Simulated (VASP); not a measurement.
# Co2Si (P4mm) in VASP: further runs

Runs on Co2Si. Level: PBE. Tasks: single point, relaxation of cell and atoms.

Everything below comes from runs of VASP 6.6.1. Logs are shortened: lines on timing, memory, paths and dates and some standing lists are left out, and cuts for length are marked.

### 1 The cell of the first run

It takes space group P4mm (No. 99, tetragonal). The conventional cell has a = 3.448 Å, b = 3.448 Å, c = 3.101 Å, α = 90.00°, β = 90.00°, γ = 90.00°. Co (site symmetry 2mm) has 2 Si at 1.86 Å and 4 Co at 2.44 Å within 2.5 Å. Within 2.5 Å of Si (site symmetry 4mm) lie 4 Co at 1.86 Å.

The cell was generated, and may not be a known phase.

### 2 Single point, PBE, collinear spin, ferromagnetic start

File INCAR:

```
PREC = Accurate ; ENCUT = 520
EDIFF = 1E-6 ; ISMEAR = 0
SIGMA = 0.1 ; LREAL = False
LASPH = True ; NELM = 150
ALGO = Normal ; ISIF = 2
LWAVE = False ; LCHARG = False
ISPIN = 2 ; MAGMOM = 3 3 0
LORBIT = 11 ; LMAXMIX = 4
GGA = PE ; NBANDS = 22
```

File KPOINTS:

```
regular mesh
0
Gamma
  6 6 6
```

File POSCAR:

```
Co2Si
1.0
    3.4479471100      0.0000000000      0.0000000000
    0.0000000000      3.4479471100      0.0000000000
    0.0000000000      0.0000000000      3.1009707600
Co Si
2 1
Direct
    0.5000000000      0.0000000000      0.8113412700
    0.0000000000      0.5000000000      0.8113412700
    0.5000000000      0.5000000000      0.0367168200
```

Potentials or basis: VASP PAW PBE potentials, release 64 (Co, Si).

Run with:

```sh
> cat potpaw_PBE.64/Co/POTCAR potpaw_PBE.64/Si/POTCAR > POTCAR
> mpirun -np 1 vasp_std > vasp.out
```

OUTCAR:

```text
PREC = Accurate
   ENCUT = 520
   EDIFF = 1E-6
   ISMEAR = 0
   LREAL = False
   LASPH = True
   NELM = 150
   ISIF = 2
   ISPIN = 2
   LORBIT = 11
   GGA = PE

 ion  position               nearest neighbor table
   1  0.500  0.000  0.811-   3 1.86   3 1.86   2 2.44   2 2.44   2 2.44   2 2.44   3 2.96   3 2.96

   2  0.000  0.500  0.811-   3 1.86   3 1.86   1 2.44   1 2.44   1 2.44   1 2.44   3 2.96   3 2.96

   3  0.500  0.500  0.037-   1 1.86   2 1.86   1 1.86   2 1.86   1 2.96   1 2.96   2 2.96   2 2.96

  LATTYP: Found a simple tetragonal cell.
 ALAT       =     3.4479471100
 C/A-ratio  =     0.8993672644

  Lattice vectors:

 A1 = (   3.4479471100,   0.0000000000,   0.0000000000)
 A2 = (   0.0000000000,   3.4479471100,   0.0000000000)
 A3 = (   0.0000000000,   0.0000000000,   3.1009707600)

Analysis of symmetry for initial positions (statically):
=====================================================================
 Subroutine PRICEL returns:
 Original cell was already a primitive cell.

 Routine SETGRP: Setting up the symmetry group for a
 simple tetragonal supercell.

 Subroutine GETGRP returns: Found  8 space group operations
 (whereof  8 operations were pure point group operations)
 out of a pool of 16 trial point group operations.

The static configuration has the point symmetry C_4v.

Analysis of symmetry for dynamics (positions and initial velocities):
=====================================================================
 Subroutine PRICEL returns:
 Original cell was already a primitive cell.

 Routine SETGRP: Setting up the symmetry group for a
 simple tetragonal supercell.

 Subroutine GETGRP returns: Found  8 space group operations
 (whereof  8 operations were pure point group operations)
 out of a pool of 16 trial point group operations.

The dynamic configuration has the point symmetry C_4v.

Analysis of structural, dynamic, and magnetic symmetry:
=====================================================================
 Subroutine PRICEL returns:
 Original cell was already a primitive cell.

 Routine SETGRP: Setting up the symmetry group for a
 simple tetragonal supercell.

 Subroutine GETGRP returns: Found  8 space group operations
 (whereof  8 operations were pure point group operations)
 out of a pool of 16 trial point group operations.

The overall configuration has the point symmetry C_4v.

 Subroutine INISYM returns: Found  8 space group operations
 (whereof  8 operations are pure point group operations),
 and found     1 'primitive' translations

----------------------------------------------------------------------------------------

                                     Primitive cell

  volume of cell :      36.8654

  direct lattice vectors                    reciprocal lattice vectors
     3.447947110  0.000000000  0.000000000     0.290027651  0.000000000  0.000000000
     0.000000000  3.447947110  0.000000000     0.000000000  0.290027651  0.000000000
     0.000000000  0.000000000  3.100970760     0.000000000  0.000000000  0.322479661

  length of vectors
     3.447947110  3.447947110  3.100970760     0.290027651  0.290027651  0.322479661

  position of ions in fractional coordinates (direct lattice)
     0.500000000  0.000000000  0.811341270
     0.000000000  0.500000000  0.811341270
     0.500000000  0.500000000  0.036716820

  ion indices of the primitive-cell ions
   primitive index   ion index
                 1           1
                 2           2
                 3           3

----------------------------------------------------------------------------------------

 KPOINTS: regular mesh

Automatic generation of k-mesh.
 Grid dimensions read from file:
 generate k-points for:    6    6    6

 Generating k-lattice:

  Cartesian coordinates                     Fractional coordinates (reciprocal lattice)
     0.048337942  0.000000000  0.000000000     0.166666667  0.000000000  0.000000000
     0.000000000  0.048337942  0.000000000     0.000000000  0.166666667  0.000000000
     0.000000000  0.000000000  0.053746610     0.000000000  0.000000000  0.166666667

  Length of vectors
     0.048337942  0.048337942  0.053746610

  Shift w.r.t. Gamma in fractional coordinates (k-lattice)
     0.000000000  0.000000000  0.000000000

 Subroutine IBZKPT returns following result:
 ===========================================

 Found     40 irreducible k-points:

 Following reciprocal coordinates:
            Coordinates               Weight
  0.000000  0.000000  0.000000      1.000000
  0.166667  0.000000  0.000000      4.000000
  0.333333  0.000000  0.000000      4.000000
  0.500000  0.000000  0.000000      2.000000
  0.166667  0.166667  0.000000      4.000000
  0.333333  0.166667  0.000000      8.000000
[... 16 lines left out ...]
  0.333333  0.000000  0.333333      8.000000
  0.500000  0.000000  0.333333      4.000000
 [... further k-points ...]
   k-points           NKPTS =     40   k-points in BZ     NKDIM =     40   number of bands    NBANDS=     22
   number of dos      NEDOS =    301   number of ions     NIONS =      3
   total plane-waves  NPLWV =  18816
   dimension x,y,z NGX =    28 NGY =   28 NGZ =   24
   dimension x,y,z NGXF=    56 NGYF=   56 NGZF=   48
   ions per type =               2   1
   NGX,Y,Z   is equivalent  to a cutoff of  13.50, 13.50, 12.87 a.u.
   NGXF,Y,Z  is equivalent  to a cutoff of  27.00, 27.00, 25.73 a.u.
 SYSTEM =  unknown system
   PREC   = accura    normal or accurate (medium, high low for compatibility)
   ISTART =      0    job   : 0-new  1-cont  2-samecut
   ICHARG =      2    charge: 1-file 2-atom 10-const
   ISPIN  =      2    spin polarized calculation?
   LNONCOLLINEAR =      F non collinear calculations
   LSORBIT =      F    spin-orbit coupling
   LASPH  =      T    aspherical Exc in radial PAW
   ENCUT  =  520.0 eV  38.22 Ry    6.18 a.u.   6.41  6.41  5.77*2*pi/ulx,y,z
   NELM   =    150;   NELMIN=  2; NELMDL= -5     # of ELM steps
   EDIFF  = 0.1E-05   stopping-criterion for ELM
   LREAL  =      F    real-space projection
   EDIFFG = 0.1E-04   stopping-criterion for IOM
   NSW    =      0    number of steps for IOM
   IBRION =     -1    ionic relax: 0-MD 1-quasi-New 2-CG
   NFREE  =      0    steps in history (QN), initial steepest desc. (CG)
   ISIF   =      2    stress and relaxation
   ISYM   =      2    0-nonsym 1-usesym 2-fastsym
   POTIM  = 0.5000    time-step for ionic-motion
   TEBEG  =    0.0;   TEEND  =   0.0 temperature during run
   PSTRESS=    0.0 pullay stress
   NELECT =      22.0000    total number of electrons
   NUPDOWN=      -1.0000    fix difference up-down
   EMIN   =  10.00;   EMAX   =-10.00  energy-range for DOS
   EFERMI =   0.00;   METHOD = LEGACY
   ISMEAR =     0;   SIGMA  =   0.10  broadening in eV -4-tet -1-fermi 0-gaus
   EFERMI_NEDOS =   21; number of points for ismear=-14 and -15
   IALGO  =     38    algorithm
   IMIX   =      4    mixing-type and parameters
     AMIX     =   0.40;   BMIX     =  1.00
     AMIX_MAG =   1.60;   BMIX_MAG =  1.00
  volume/ion in A,a.u.               =      12.29        82.93
  Fermi-wavevector in a.u.,A,eV,Ry     =   1.378297  2.604603 25.847019  1.899702
  Thomas-Fermi vector in A             =   2.503371
   LORBIT       =     11    0 simple, 1 ext, 2 COOP (PROOUT), +10 PAW based schemes
   GGA     = PE    functional components
   LHFCALC =     F    Hartree Fock is set to
   AEXX    =    0.0000 exact exchange contribution
   IVDW    =     0    specifies the selected vdW correction
   LEPSILON=     F    determine dielectric tensor
   LRPA    =     F    only Hartree local field effects (RPA)
 spin polarized calculation
 Gauss-broadening in eV      SIGMA  =   0.10
  energy-cutoff  :      520.00
  volume of cell :       36.87
 maximum number of plane-waves:      1011
 NGX is ok and might be reduce to    28
   NGX = 13   NGY = 13   NGZ = 11

 number of electron      22.0000006 magnetization       1.3664972

 Free energy of the ion-electron system (eV)
  ---------------------------------------------------
  ext. energy  EPLUGINS =         0.00000000
  ---------------------------------------------------
  free energy    TOTEN  =       -13.91762283 eV

  energy without entropy =      -13.89768454  energy(sigma->0) =      -13.90765369

 E-fermi :   8.9709     XC(G=0): -11.9918

 val. band max:        8.9642661804   @ k =   0.0000   0.0000   0.3333
 cond. band min:       8.9732873295   @ k =   0.1667   0.0000   0.1667
 fundamental gap:      0.0090211491
 Fermi energy:         8.9709383259

 spin component 1

 k-point     1 :       0.0000    0.0000    0.0000
  band No.  band energies     occupation
      1      -2.4716      1.00000
      2       4.0723      1.00000
      3       4.8870      1.00000
      4       5.7320      1.00000
      5       6.0128      1.00000
      6       6.0128      1.00000
[... 14 lines left out ...]
     21      23.6485      0.00000
     22      24.6377      0.00000
[... 552 lines left out ...]
  band No.  band energies     occupation
      1       0.3788      1.00000
      2       4.0834      1.00000
      3       4.2906      1.00000
      4       5.3339      1.00000
      5       6.1608      1.00000
      6       6.4314      1.00000
[... 14 lines left out ...]
     21      24.8952      0.00000
     22      25.0434      0.00000

 [... further k-points ...]

 spin component 2

 k-point     1 :       0.0000    0.0000    0.0000
  band No.  band energies     occupation
      1      -2.4353      1.00000
      2       4.3972      1.00000
      3       5.3548      1.00000
      4       6.1746      1.00000
      5       6.4201      1.00000
      6       6.4201      1.00000
[... 14 lines left out ...]
     21      23.7825      0.00000
     22      24.7170      0.00000
[... 552 lines left out ...]
  band No.  band energies     occupation
      1       0.4230      1.00000
      2       4.2786      1.00000
      3       4.4474      1.00000
      4       5.6636      1.00000
      5       6.6656      1.00000
      6       6.9457      1.00000
[... 14 lines left out ...]
     21      25.0909      0.00000
     22      25.1455      0.00000

 [... further k-points ...]

------------------------ aborting loop because EDIFF is reached ----------------------------------------

  FORCE on cell =-STRESS in cart. coord.  units (eV):
  Direction    XX          YY          ZZ          XY          YZ          ZX
  --------------------------------------------------------------------------------------
  -------------------------------------------------------------------------------------
  Total       22.4337892     22.4337892      3.2392872      0.0000000     -0.0000000      0.0000000
  in kB      974.9769676    974.9769676    140.7800677      0.0000000     -0.0000000      0.0000000
  external PRESSURE =     696.9113343 kB  Pullay stress =       0.0000000 kB

 VOLUME and BASIS-vectors are now :
 -----------------------------------------------------------------------------
  energy-cutoff  :      520.00
  volume of cell :       36.87
      direct lattice vectors                 reciprocal lattice vectors
     3.447947110  0.000000000  0.000000000     0.290027651  0.000000000  0.000000000
     0.000000000  3.447947110  0.000000000     0.000000000  0.290027651  0.000000000
     0.000000000  0.000000000  3.100970760     0.000000000  0.000000000  0.322479661

 POSITION                                       TOTAL-FORCE (eV/Angst)
 -----------------------------------------------------------------------------------
      1.72397      0.00000      2.51595         0.000000     -0.000000     -5.964307
      0.00000      1.72397      2.51595        -0.000000     -0.000000     -5.964307
      1.72397      1.72397      0.11386         0.000000      0.000000     11.928614
 -----------------------------------------------------------------------------------
    total drift:                                0.000000     -0.000000      0.000559

  FREE ENERGIE OF THE ION-ELECTRON SYSTEM (eV)
  ---------------------------------------------------
  free  energy   TOTEN  =       -13.9176228316 eV

  energy  without entropy=      -13.8976845439  energy(sigma->0) =      -13.90765369

 total charge

# of ion       s       p       d       tot
------------------------------------------
    1        0.570   0.601   7.714   8.885
    2        0.570   0.601   7.714   8.885
    3        0.904   1.135   0.000   2.039
--------------------------------------------------
tot          2.044   2.336  15.428  19.809

 magnetization (x)

# of ion       s       p       d       tot
------------------------------------------
    1        0.009   0.008   0.678   0.695
    2        0.009   0.008   0.678   0.695
    3       -0.005  -0.023   0.000  -0.028
--------------------------------------------------
tot          0.013  -0.007   1.356   1.362
```

Wall time 37 s (1 thread of Intel Xeon Platinum 8488C (Sapphire Rapids), shared host); peak memory 0.19 GiB.

What came out:

```yaml
Free_energy: -13.9176 eV
Pressure: 69.7 GPa
Largest_force: 11.929 eV/Å
Net_moment: 1.37 μB per cell
Site_moments: Co +0.69; Si -0.03 μB
Valence_electrons_inside_the_program's_atomic_spheres: Co 8.88; Si 2.04
```

Forces in eV/Å, atoms in the order of the input:
```
Co   0.000  0.000 -5.964
Co   0.000  0.000 -5.964
Si   0.000  0.000 11.929
```

Levels at points of the mesh, in eV from the Fermi level:
Spin up:
| k point | band 10 | band 11 | band 12 | band 13 | band 14 | band 15 |
| --- | --- | --- | --- | --- | --- | --- |
| (0.00, 0.00, 0.00) | -0.85 | 0.44 | 1.10 | 1.10 | 4.80 | 5.89 |
| (0.50, 0.00, 0.00) | -1.42 | -1.21 | -0.87 | 4.53 | 6.16 | 7.14 |
| (0.50, 0.50, 0.00) | -1.25 | -0.72 | -0.47 | 1.91 | 1.91 | 4.90 |
| (0.00, 0.00, 0.50) | -0.39 | -0.26 | 0.45 | 3.46 | 3.46 | 7.20 |
| (0.50, 0.00, 0.50) | -0.91 | -0.12 | 0.02 | 0.20 | 1.65 | 6.79 |
| (0.50, 0.50, 0.50) | -0.73 | -0.61 | 0.61 | 0.61 | 1.95 | 2.57 |
Spin down:
```
           k point  band 7  band 8  band 9  band 10  band 11  band 12  band 13  band 14
(0.00, 0.00, 0.00)   -1.08   -0.35    0.21     0.21     1.10     1.24     1.24     4.91
(0.50, 0.00, 0.00)   -2.14   -1.58   -1.37    -0.35    -0.33    -0.10     4.75     6.23
(0.50, 0.50, 0.00)   -1.48   -1.16   -1.16    -0.76    -0.46     0.72     2.44     2.44
(0.00, 0.00, 0.50)   -0.40   -0.07   -0.07     0.23     0.41     1.10     3.58     3.58
(0.50, 0.00, 0.50)   -1.76   -1.61   -0.60    -0.34     0.42     0.53     0.71     2.18
(0.50, 0.50, 0.50)   -1.13   -0.99   -0.26    -0.26     0.56     0.90     0.90     2.11
```

Caveat: the stress differs along the axes, from 14 to 97 GPa; forces of over 1 eV/Å act on the atoms, so gaps and moduli don't describe the material at rest.

### 3 Relaxation of cell and atoms, PBE, collinear spin, ferromagnetic start

File INCAR:

```
SYSTEM = Co2Si
  ALGO = Fast
  EDIFF = 1E-6
  EDIFFG = -0.04
  ENCUT = 600
  GGA = PE
  IBRION = 2
  ISIF = 3
  ISMEAR = 0
  ISPIN = 2
  LASPH = .TRUE.
  LCHARG = .FALSE.
  LMAXMIX = 4
  LORBIT = 11
  LREAL = .FALSE.
  LWAVE = .FALSE.
  MAGMOM = 3 3 0
  NELM = 150
  NSW = 90
  PREC = Accurate
  SIGMA = 0.1
```

File KPOINTS:

```
k-points
0
G
  6 6 6
  0 0 0
```

POSCAR is that of step 2.

Potentials or basis: VASP PAW PBE potentials, release 64 (Co, Si).

Run with:

```sh
> cat potpaw_PBE.64/Co/POTCAR potpaw_PBE.64/Si/POTCAR > POTCAR
> mpirun -np 1 vasp_std > vasp.out
```

Wall time 22 min (1 thread of Intel Xeon Platinum 8488C (Sapphire Rapids), shared host); peak memory 0.23 GiB.

Results (log left out):

```
Free energy                                           : -19.4999 eV
Relaxed volume                                        : 12.37 Å³/atom
Relaxed cell                                          : a = 3.746 Å, b = 3.746 Å, c = 2.643 Å, α = 90.00°, β = 90.00°, γ = 90.00°
Space group after relaxing (to 0.1 Å)                 : P4/mmm (No. 123)
Energy gained by relaxing                             : 1860.7 meV/atom
Ionic steps                                           : 15
Pressure after relaxing                               : 0.3 GPa
Largest force after relaxing                          : 0.010 eV/Å
Band gap on the k mesh                                : zero (filled and empty bands overlap)
Net moment                                            : 0.00 μB per cell
Valence electrons inside the program's atomic spheres : Co 8.39; Si 1.72
```

Forces on the atoms (eV/Å):
```
Co   0.000  0.000 -0.005
Co   0.000  0.000 -0.005
Si   0.000  0.000  0.010
```

Stress tensor (GPa, compression positive):
```
 0.50  0.00  0.00
 0.00  0.50  0.00
 0.00  0.00 -0.01
```

The path:
```
step  energy change (eV)  largest force (eV/Å)  pressure (GPa)  volume (Å³)
   1              0.0000               11.9278           69.62        36.87
   2             -0.0755                0.0201          -23.79        71.77
   3             -0.8257                2.4608           -2.21        48.89
   4             -3.3958                0.5896          -23.75        53.30
   5             -3.7221                1.3676          -19.36        50.14
   6             -3.7710                1.6031          -17.99        49.40
   7             -4.8248                3.7226            2.42        38.63
   8             -4.8527                4.0858            9.84        36.93
   9             -5.3267                1.8475           18.20        34.28
  10             -5.3319                1.3569           20.98        33.84
  11             -5.5796                0.1543           -0.91        37.31
  12             -5.5796                0.1717           -0.60        37.24
  13             -5.5813                0.0865           -0.36        37.17
  14             -5.5820                0.0206            0.97        37.07
  15             -5.5820                0.0101            0.33        37.10
```

Final structure:
```
CELL_PARAMETERS angstrom
3.74635 0.00000 0.00000
0.00000 3.74635 0.00000
0.00000 0.00000 2.64342
ATOMIC_POSITIONS crystal
Co 0.50000 0.00000 0.71990
Co 0.00000 0.50000 0.71990
Si 0.50000 0.50000 0.21960
```

Levels at points of the mesh, in eV from the Fermi level:
Spin up:
```tsv
k point	band 8	band 9	band 10	band 11	band 12	band 13	band 14	band 15
(0.00, 0.00, 0.00)	-1.07	-1.07	-0.20	0.03	0.03	0.53	5.30	5.81
(0.50, 0.00, 0.00)	-1.18	-0.94	-0.52	-0.19	-0.11	2.04	5.46	6.55
(0.50, 0.50, 0.00)	-0.94	-0.94	-0.54	-0.31	0.25	1.45	1.45	9.75
(0.00, 0.00, 0.50)	-0.86	-0.07	0.58	0.61	1.38	4.69	4.69	5.32
(0.50, 0.00, 0.50)	-1.09	-0.94	-0.22	0.28	0.65	1.17	2.35	7.15
(0.50, 0.50, 0.50)	-1.03	-0.75	-0.75	-0.40	0.54	0.54	3.59	4.03
```
Spin down:
| k point | band 8 | band 9 | band 10 | band 11 | band 12 | band 13 | band 14 | band 15 |
| --- | --- | --- | --- | --- | --- | --- | --- | --- |
| (0.00, 0.00, 0.00) | -1.07 | -1.07 | -0.20 | 0.03 | 0.03 | 0.53 | 5.30 | 5.81 |
| (0.50, 0.00, 0.00) | -1.18 | -0.94 | -0.52 | -0.19 | -0.11 | 2.04 | 5.46 | 6.55 |
| (0.50, 0.50, 0.00) | -0.94 | -0.94 | -0.54 | -0.31 | 0.26 | 1.45 | 1.45 | 9.75 |
| (0.00, 0.00, 0.50) | -0.85 | -0.07 | 0.58 | 0.61 | 1.38 | 4.69 | 4.69 | 5.32 |
| (0.50, 0.00, 0.50) | -1.09 | -0.94 | -0.22 | 0.28 | 0.65 | 1.17 | 2.35 | 7.15 |
| (0.50, 0.50, 0.50) | -1.03 | -0.75 | -0.75 | -0.40 | 0.54 | 0.54 | 3.59 | 4.03 |

Caveat: the moments typed at the start vanished in this run.

The gap in the log of VASP goes by the Fermi energy; the results here count the filled bands.